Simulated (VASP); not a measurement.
# Eu (Im-3m) in VASP: notebook, part 2 of 2

VASP 6.6.1. Earlier steps stand in the parts before.

### Step 3. Single point, PBE, collinear spin, ferromagnetic start

The input, INCAR:

```
PREC = Accurate
ENCUT = 520
EDIFF = 1E-7
ISMEAR = -1
SIGMA = 0.05
LREAL = F
LASPH = T
NELM = 150
ALGO = Normal
ISIF = 2
LWAVE = F
LCHARG = T
ISPIN = 2
MAGMOM = 7
LORBIT = 11
LMAXMIX = 6
GGA = PE
LELF = T
LVHAR = T
NBANDS = 18
```

The input, KPOINTS:

```
Automatic mesh
0
Gamma
  8 8 8
```

The input, POSCAR:

```
Eu
1.0
   -2.3030000000      2.3030000000      2.3030000000
    2.3030000000     -2.3030000000      2.3030000000
    2.3030000000      2.3030000000     -2.3030000000
Eu
1
Direct
    0.0000000000      0.0000000000      0.0000000000
```

Potentials or basis: VASP PAW PBE potentials, release 64 (Eu).

Launch:

```bash
$ cat potpaw_PBE.64/Eu/POTCAR > POTCAR
$ mpirun -np 1 vasp_std > vasp.out
```

OUTCAR:

```text
PREC = Accurate
   ENCUT = 520
   EDIFF = 1E-7
   ISMEAR = -1
   LREAL = F
   LASPH = T
   NELM = 150
   ISIF = 2
   ISPIN = 2
   LORBIT = 11
   GGA = PE

 ion  position               nearest neighbor table
   1  0.000  0.000  0.000-

  LATTYP: Found a body centered cubic cell.
 ALAT       =     4.6060000000

  Lattice vectors:

 A1 = (  -2.3030000000,   2.3030000000,   2.3030000000)
 A2 = (   2.3030000000,  -2.3030000000,   2.3030000000)
 A3 = (   2.3030000000,   2.3030000000,  -2.3030000000)

Analysis of symmetry for initial positions (statically):
=====================================================================
 Subroutine PRICEL returns:
 Original cell was already a primitive cell.

 Routine SETGRP: Setting up the symmetry group for a
 body centered cubic supercell.

 Subroutine GETGRP returns: Found 48 space group operations
 (whereof 48 operations were pure point group operations)
 out of a pool of 48 trial point group operations.

The static configuration has the point symmetry O_h .

Analysis of symmetry for dynamics (positions and initial velocities):
=====================================================================
 Subroutine PRICEL returns:
 Original cell was already a primitive cell.

 Routine SETGRP: Setting up the symmetry group for a
 body centered cubic supercell.

 Subroutine GETGRP returns: Found 48 space group operations
 (whereof 48 operations were pure point group operations)
 out of a pool of 48 trial point group operations.

The dynamic configuration has the point symmetry O_h .

Analysis of structural, dynamic, and magnetic symmetry:
=====================================================================
 Subroutine PRICEL returns:
 Original cell was already a primitive cell.

 Routine SETGRP: Setting up the symmetry group for a
 body centered cubic supercell.

 Subroutine GETGRP returns: Found 48 space group operations
 (whereof 48 operations were pure point group operations)
 out of a pool of 48 trial point group operations.

The overall configuration has the point symmetry O_h .

[... 130 lines left out ...]
 maximum number of plane-waves:      1337
 NGX is ok and might be reduce to    30
   NGX = 15   NGY = 15   NGZ = 15

 number of electron      17.0000007 magnetization       7.3652092

 Free energy of the ion-electron system (eV)
  ---------------------------------------------------
  ext. energy  EPLUGINS =         0.00000000
  ---------------------------------------------------
  free energy    TOTEN  =       -11.40081282 eV

  energy without entropy =      -11.38694666  energy(sigma->0) =      -11.39387974

 E-fermi :   1.6069     XC(G=0):  -8.2445

 val. band max:        1.5984479992   @ k =   0.2500   0.2500   0.2500
 cond. band min:       1.6230919244   @ k =   0.2500   0.2500   0.1250
 fundamental gap:      0.0246439252
 Fermi energy:         1.6068528844

 spin component 1

 k-point     1 :       0.0000    0.0000    0.0000
  band No.  band energies     occupation
      1     -40.1852      1.00000
      2     -18.8359      1.00000
      3     -18.8359      1.00000
      4     -18.8359      1.00000
      5      -2.5777      1.00000
      6       1.0770      0.99998
[... 493 lines left out ...]
     17       5.5215      0.00000
     18       8.6453      0.00000

 [... further k-points ...]

 spin component 2

 k-point     1 :       0.0000    0.0000    0.0000
  band No.  band energies     occupation
      1     -37.0343      1.00000
      2     -16.5001      1.00000
      3     -16.5001      1.00000
      4     -16.5001      1.00000
      5      -1.8492      1.00000
      6       4.2253      0.00000
[... 493 lines left out ...]
     17       6.9186      0.00000
     18       9.8428      0.00000

 [... further k-points ...]

------------------------ aborting loop because EDIFF is reached ----------------------------------------

  FORCE on cell =-STRESS in cart. coord.  units (eV):
  Direction    XX          YY          ZZ          XY          YZ          ZX
  --------------------------------------------------------------------------------------
  -------------------------------------------------------------------------------------
  Total       -0.5604005     -0.5604005     -0.5604005      0.0000000      0.0000000     -0.0000000
  in kB      -18.3766891    -18.3766891    -18.3766891      0.0000000      0.0000000     -0.0000000
  external PRESSURE =     -18.3766891 kB  Pullay stress =       0.0000000 kB

 VOLUME and BASIS-vectors are now :
 -----------------------------------------------------------------------------
  energy-cutoff  :      520.00
  volume of cell :       48.86
      direct lattice vectors                 reciprocal lattice vectors
    -2.303000000  2.303000000  2.303000000     0.000000000  0.217108120  0.217108120
     2.303000000 -2.303000000  2.303000000     0.217108120  0.000000000  0.217108120
     2.303000000  2.303000000 -2.303000000     0.217108120  0.217108120  0.000000000

 POSITION                                       TOTAL-FORCE (eV/Angst)
 -----------------------------------------------------------------------------------
      0.00000      0.00000      0.00000         0.000000      0.000000      0.000000
 -----------------------------------------------------------------------------------
    total drift:                               -0.000000     -0.000000      0.000000

  FREE ENERGIE OF THE ION-ELECTRON SYSTEM (eV)
  ---------------------------------------------------
  free  energy   TOTEN  =       -11.4008128205 eV

  energy  without entropy=      -11.3869466566  energy(sigma->0) =      -11.39387974

 total charge

# of ion       s       p       d       f       tot
--------------------------------------------------
    1        2.078   5.720   0.233   6.685  14.717

 magnetization (x)

# of ion       s       p       d       f       tot
--------------------------------------------------
    1       -0.005  -0.097   0.122   6.684   6.703
```

OSZICAR:

```text
N       E                     dE             d eps       ncg     rms          rms(c)
DAV:   1     0.111148304094E+03    0.11115E+03   -0.65919E+03  2488   0.398E+03
DAV:   2     0.104842098591E+02   -0.10066E+03   -0.89095E+02  2654   0.266E+02
[... 13 lines left out ...]
DAV:  16    -0.114007767178E+02   -0.61069E-04   -0.68294E-05  3482   0.117E-01    0.484E-01
DAV:  17    -0.114008169862E+02   -0.40268E-04   -0.10595E-04  3296   0.782E-02    0.868E-02
DAV:  18    -0.114008165419E+02    0.44438E-06   -0.54172E-06  3838   0.172E-02    0.745E-02
DAV:  19    -0.114008154353E+02    0.11065E-05   -0.92565E-07  3134   0.186E-02    0.684E-02
DAV:  20    -0.114008133885E+02    0.20468E-05   -0.27800E-06  3338   0.296E-02    0.503E-02
DAV:  21    -0.114008128816E+02    0.50689E-06   -0.13023E-06  3412   0.230E-02    0.275E-02
DAV:  22    -0.114008128205E+02    0.61136E-07   -0.37164E-08  2274   0.259E-03
   1 F= -.11400813E+02 E0= -.11393880E+02  d E =-.138662E-01  mag=     7.3652
```

stdout:

```text
POSCAR found type information on POSCAR Eu
 POSCAR found :  1 types and       1 ions
 scaLAPACK will be used
 LDA part: xc-table for (Slater+PW92), standard interpolation
 POSCAR, INCAR and KPOINTS ok, starting setup
 FFT: planning ... GRIDC
 FFT: planning ... GRID_SOFT
 FFT: planning ... GRID
 WAVECAR not read
 entering main loop
```

Run time: 87 s. Hardware: 1 thread of AMD EPYC 7R43 (Zen 3), shared host; peak memory 0.19 GiB.

Results:

```
Free energy                                           : -11.4008 eV
Pressure                                              : -1.8 GPa
Net moment                                            : 7.37 μB per cell
Site moments                                          : Eu +6.70 μB
Valence electrons inside the program's atomic spheres : Eu 14.72
```

Caveat: spin-orbit coupling is left out, which moves the levels of the heavy elements.

### Step 4. Single point, PBE, collinear spin, ferromagnetic start

Changes to INCAR since step 3:

```diff
@@ -11,5 +11,5 @@
 LWAVE = F
-LCHARG = T
+LCHARG = F
 ISPIN = 2
-MAGMOM = 7
+MAGMOM = 4.73
 LORBIT = 11
@@ -17,4 +17,2 @@
 GGA = PE
-LELF = T
-LVHAR = T
 NBANDS = 18
```

KPOINTS is that of step 3.

POSCAR is that of step 3.

Potentials or basis: VASP PAW PBE potentials, release 64 (Eu).

Launch:

```bash
$ cat potpaw_PBE.64/Eu/POTCAR > POTCAR
$ mpirun -np 1 vasp_std > vasp.out
```

OUTCAR:

```text
PREC = Accurate
   ENCUT = 520
   EDIFF = 1E-7
   ISMEAR = -1
   LREAL = F
   LASPH = T
   NELM = 150
   ISIF = 2
   ISPIN = 2
   LORBIT = 11
   GGA = PE

 ion  position               nearest neighbor table
   1  0.000  0.000  0.000-

  LATTYP: Found a body centered cubic cell.
 ALAT       =     4.6060000000

  Lattice vectors:

 A1 = (  -2.3030000000,   2.3030000000,   2.3030000000)
 A2 = (   2.3030000000,  -2.3030000000,   2.3030000000)
 A3 = (   2.3030000000,   2.3030000000,  -2.3030000000)

Analysis of symmetry for initial positions (statically):
=====================================================================
 Subroutine PRICEL returns:
 Original cell was already a primitive cell.

 Routine SETGRP: Setting up the symmetry group for a
 body centered cubic supercell.

 Subroutine GETGRP returns: Found 48 space group operations
 (whereof 48 operations were pure point group operations)
 out of a pool of 48 trial point group operations.

The static configuration has the point symmetry O_h .

Analysis of symmetry for dynamics (positions and initial velocities):
=====================================================================
 Subroutine PRICEL returns:
 Original cell was already a primitive cell.

 Routine SETGRP: Setting up the symmetry group for a
 body centered cubic supercell.

 Subroutine GETGRP returns: Found 48 space group operations
 (whereof 48 operations were pure point group operations)
 out of a pool of 48 trial point group operations.

The dynamic configuration has the point symmetry O_h .

Analysis of structural, dynamic, and magnetic symmetry:
=====================================================================
 Subroutine PRICEL returns:
 Original cell was already a primitive cell.

 Routine SETGRP: Setting up the symmetry group for a
 body centered cubic supercell.

 Subroutine GETGRP returns: Found 48 space group operations
 (whereof 48 operations were pure point group operations)
 out of a pool of 48 trial point group operations.

The overall configuration has the point symmetry O_h .

 Subroutine INISYM returns: Found 48 space group operations
 (whereof 48 operations are pure point group operations),
 and found     1 'primitive' translations

----------------------------------------------------------------------------------------

                                     Primitive cell

  volume of cell :      48.8587

  direct lattice vectors                    reciprocal lattice vectors
    -2.303000000  2.303000000  2.303000000     0.000000000  0.217108120  0.217108120
     2.303000000 -2.303000000  2.303000000     0.217108120  0.000000000  0.217108120
     2.303000000  2.303000000 -2.303000000     0.217108120  0.217108120  0.000000000

  length of vectors
     3.988913010  3.988913010  3.988913010     0.307037248  0.307037248  0.307037248

  position of ions in fractional coordinates (direct lattice)
     0.000000000  0.000000000  0.000000000

  ion indices of the primitive-cell ions
   primitive index   ion index
                 1           1

----------------------------------------------------------------------------------------
[... 54 lines left out ...]
   total plane-waves  NPLWV =  27000
   dimension x,y,z NGX =    30 NGY =   30 NGZ =   30
   dimension x,y,z NGXF=    60 NGYF=   60 NGZF=   60
   ions per type =               1
   NGX,Y,Z   is equivalent  to a cutoff of  12.50, 12.50, 12.50 a.u.
   NGXF,Y,Z  is equivalent  to a cutoff of  25.01, 25.01, 25.01 a.u.
 SYSTEM =  unknown system
   PREC   = accura    normal or accurate (medium, high low for compatibility)
   ISTART =      0    job   : 0-new  1-cont  2-samecut
   ICHARG =      2    charge: 1-file 2-atom 10-const
   ISPIN  =      2    spin polarized calculation?
   LNONCOLLINEAR =      F non collinear calculations
   LSORBIT =      F    spin-orbit coupling
   LASPH  =      T    aspherical Exc in radial PAW
   ENCUT  =  520.0 eV  38.22 Ry    6.18 a.u.   7.42  7.42  7.42*2*pi/ulx,y,z
   NELM   =    150;   NELMIN=  2; NELMDL= -5     # of ELM steps
   EDIFF  = 0.1E-06   stopping-criterion for ELM
   LREAL  =      F    real-space projection
   EDIFFG = 0.1E-05   stopping-criterion for IOM
   NSW    =      0    number of steps for IOM
   IBRION =     -1    ionic relax: 0-MD 1-quasi-New 2-CG
   NFREE  =      0    steps in history (QN), initial steepest desc. (CG)
   ISIF   =      2    stress and relaxation
   ISYM   =      2    0-nonsym 1-usesym 2-fastsym
   POTIM  = 0.5000    time-step for ionic-motion
   TEBEG  =    0.0;   TEEND  =   0.0 temperature during run
   PSTRESS=    0.0 pullay stress
   NELECT =      17.0000    total number of electrons
   NUPDOWN=      -1.0000    fix difference up-down
   EMIN   =  10.00;   EMAX   =-10.00  energy-range for DOS
   EFERMI =   0.00;   METHOD = LEGACY
   ISMEAR =    -1;   SIGMA  =   0.05  broadening in eV -4-tet -1-fermi 0-gaus
   EFERMI_NEDOS =   21; number of points for ismear=-14 and -15
   IALGO  =     38    algorithm
   IMIX   =      4    mixing-type and parameters
     AMIX     =   0.40;   BMIX     =  1.00
     AMIX_MAG =   1.60;   BMIX_MAG =  1.00
  volume/ion in A,a.u.               =      48.86       329.71
  Fermi-wavevector in a.u.,A,eV,Ry     =   1.151447  2.175919 18.039008  1.325830
  Thomas-Fermi vector in A             =   2.288104
   LORBIT       =     11    0 simple, 1 ext, 2 COOP (PROOUT), +10 PAW based schemes
   GGA     = PE    functional components
   LHFCALC =     F    Hartree Fock is set to
   AEXX    =    0.0000 exact exchange contribution
   IVDW    =     0    specifies the selected vdW correction
   LEPSILON=     F    determine dielectric tensor
   LRPA    =     F    only Hartree local field effects (RPA)
 spin polarized calculation
  energy-cutoff  :      520.00
  volume of cell :       48.86
 maximum number of plane-waves:      1337
 NGX is ok and might be reduce to    30
   NGX = 15   NGY = 15   NGZ = 15

 number of electron      17.0000007 magnetization       7.3650704

 Free energy of the ion-electron system (eV)
  ---------------------------------------------------
  ext. energy  EPLUGINS =         0.00000000
  ---------------------------------------------------
  free energy    TOTEN  =       -11.40081276 eV

  energy without entropy =      -11.38694419  energy(sigma->0) =      -11.39387848

 E-fermi :   1.6069     XC(G=0):  -8.2445

 val. band max:        1.5985400899   @ k =   0.2500   0.2500   0.2500
 cond. band min:       1.6231871631   @ k =   0.2500   0.2500   0.1250
 fundamental gap:      0.0246470732
 Fermi energy:         1.6069044676

 spin component 1

 k-point     1 :       0.0000    0.0000    0.0000
  band No.  band energies     occupation
      1     -40.1851      1.00000
      2     -18.8358      1.00000
      3     -18.8358      1.00000
      4     -18.8358      1.00000
      5      -2.5777      1.00000
      6       1.0772      0.99997
[... 493 lines left out ...]
     17       5.5216      0.00000
     18       8.6454      0.00000

 [... further k-points ...]

 spin component 2

 k-point     1 :       0.0000    0.0000    0.0000
  band No.  band energies     occupation
      1     -37.0342      1.00000
      2     -16.5000      1.00000
      3     -16.5000      1.00000
      4     -16.5000      1.00000
      5      -1.8493      1.00000
      6       4.2253      0.00000
[... 493 lines left out ...]
     17       6.9187      0.00000
     18       9.8427      0.00000

 [... further k-points ...]

------------------------ aborting loop because EDIFF is reached ----------------------------------------

  FORCE on cell =-STRESS in cart. coord.  units (eV):
  Direction    XX          YY          ZZ          XY          YZ          ZX
  --------------------------------------------------------------------------------------
  -------------------------------------------------------------------------------------
  Total       -0.5604382     -0.5604382     -0.5604382     -0.0000000     -0.0000000      0.0000000
  in kB      -18.3779275    -18.3779275    -18.3779275     -0.0000000     -0.0000000      0.0000000
  external PRESSURE =     -18.3779275 kB  Pullay stress =       0.0000000 kB

 VOLUME and BASIS-vectors are now :
 -----------------------------------------------------------------------------
  energy-cutoff  :      520.00
  volume of cell :       48.86
      direct lattice vectors                 reciprocal lattice vectors
    -2.303000000  2.303000000  2.303000000     0.000000000  0.217108120  0.217108120
     2.303000000 -2.303000000  2.303000000     0.217108120  0.000000000  0.217108120
     2.303000000  2.303000000 -2.303000000     0.217108120  0.217108120  0.000000000

 POSITION                                       TOTAL-FORCE (eV/Angst)
 -----------------------------------------------------------------------------------
      0.00000      0.00000      0.00000         0.000000     -0.000000      0.000000
 -----------------------------------------------------------------------------------
    total drift:                                0.000000     -0.000000      0.000000

  FREE ENERGIE OF THE ION-ELECTRON SYSTEM (eV)
  ---------------------------------------------------
  free  energy   TOTEN  =       -11.4008127582 eV

  energy  without entropy=      -11.3869441948  energy(sigma->0) =      -11.39387848

 total charge

# of ion       s       p       d       f       tot
--------------------------------------------------
    1        2.078   5.720   0.233   6.685  14.717

 magnetization (x)

# of ion       s       p       d       f       tot
--------------------------------------------------
    1       -0.005  -0.097   0.122   6.684   6.703
```

stdout:

```text
POSCAR found type information on POSCAR Eu
 POSCAR found :  1 types and       1 ions
 scaLAPACK will be used
 LDA part: xc-table for (Slater+PW92), standard interpolation
 POSCAR, INCAR and KPOINTS ok, starting setup
 FFT: planning ... GRIDC
 FFT: planning ... GRID_SOFT
 FFT: planning ... GRID
 WAVECAR not read
 entering main loop
```

Run time: 81 s. Hardware: 1 thread of AMD EPYC 7R43 (Zen 3), shared host; peak memory 0.19 GiB.

Results:

* Free energy: -11.4008 eV
* Pressure: -1.8 GPa
* Net moment: 7.37 μB per cell
* Site moments: Eu +6.70 μB
* Valence electrons inside the program's atomic spheres: Eu 14.72

Caveat: spin-orbit coupling is left out, which moves the levels of the heavy elements. The state reached can hang on the start; a lower one may exist.
